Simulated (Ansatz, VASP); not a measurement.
## Two plane-wave programs on Si

The input INCAR:

```
ALGO = Normal
EDIFF = 1E-7
EDIFFG = -0.001
ENCUT = 600
GGA = PE
IBRION = 2
ISIF = 3
ISMEAR = 0
LASPH = T
LCHARG = F
LREAL = F
LWAVE = F
NELM = 60
NSW = 80
PREC = Accurate
SIGMA = 0.01
```

KPOINTS

```
k-points
0
Gamma
  12 12 6
```

The input POSCAR:

```
Si
1.0
    3.8512806261      0.0000000000      0.0000000000
   -1.9256403131      3.3353068593      0.0000000000
    0.0000000000      0.0000000000      6.3650227259
Si
4
Direct
    0.3333333333      0.6666666667      0.0629309404
    0.6666666667      0.3333333333      0.5629309404
    0.3333333333      0.6666666667      0.4370690596
    0.6666666667      0.3333333333      0.9370690596
```

Input for Ansatz:

```yaml
crystal:
  lattice:
    - [3.8512806261, 0.0, 0.0]
    - [-1.9256403131, 3.3353068593, 0.0]
    - [0.0, 0.0, 6.3650227259]
  atoms:
    - { symbol: Si, position: [0.3333333333, 0.6666666667, 0.0629309404] }
    - { symbol: Si, position: [0.6666666667, 0.3333333333, 0.5629309404] }
    - { symbol: Si, position: [0.3333333333, 0.6666666667, 0.4370690596] }
    - { symbol: Si, position: [0.6666666667, 0.3333333333, 0.9370690596] }
basis:
  ecutwfc: 420
kpoints:
  mp_grid: { grid: [12, 12, 6] }
hamiltonian:
  xc: pbe
scf:
  occupations: { method: fixed }
output:
  forces: true
  stress: true
  eigenvalues: true
relax:
  adjacent_minimum: "off"
  f_tol: 0.001
  max_steps: 60
  cell: { stress_tol: 0.01 }
```

Alike in both runs: task relaxation of cell and atoms; functional PBE; k mesh 12 × 12 × 6; no spin polarisation.

```csv
,VASP,Ansatz
version,VASP 6.6.1,Ansatz 0.2.0
potentials or method,"VASP PAW PBE potentials, release 64 (Si), cutoff 600 eV","scalar-relativistic, plane waves, PAW"
occupations,"gaussian, width 0.01 eV",fixed
valence electrons in the cell,16,16
```

```tsv
	VASP	Ansatz	Ansatz less VASP
gap on the k mesh at the Fermi level, each at its own relaxed structure (eV)	0.45	0.45	0.000
relaxed volume (Å³/atom)	20.43	20.44	+0.017
relaxed length of the cell vector where the two differ most in proportion (Å)	6.364	6.366	+0.0023
```
